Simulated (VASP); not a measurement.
A run of VASP 6.6.1 is set up as follows.

The input INCAR:

```
PREC = Accurate
ENCUT = 520
EDIFF = 1E-7
ISMEAR = -1
SIGMA = 0.05
LREAL = False
LASPH = True
NELM = 80
ALGO = Normal
ISIF = 2
LWAVE = False
LCHARG = False
LDIPOL = True
IDIPOL = 3
DIPOL = 0.5 0.5 0.500
GGA = CA
NBANDS = 46
```

Contents of KPOINTS:

```
Automatic mesh
0
Gamma
  14 14 1
```

Contents of POSCAR:

```
Rh
1.0
    2.6543947809      0.0000000000      0.0000000000
    0.0000000000      2.6543947809      0.0000000000
    0.0000000000      0.0000000000     23.5078000000
Rh
5
Direct
    0.0000000000      0.0000000000      0.3434456330
    0.5000000000      0.5000000000      0.4195750348
    0.0000000000      0.0000000000      0.5000000001
    0.5000000000      0.5000000000      0.5804249653
    0.0000000000      0.0000000000      0.6565543668
```

Potentials or basis: VASP PAW LDA potentials, release 64 (Rh_pv).

Command:

```sh
$ cat potpaw_LDA.64/Rh_pv/POTCAR > POTCAR
$ mpirun -np 1 vasp_std > vasp.out
```

(1) Estimate the largest force.

(2) Predict the band gap on the k mesh.

Answers

(1) 0.050 eV/Å.

(2) zero (an odd number of electrons rules out a gap without spin polarisation).
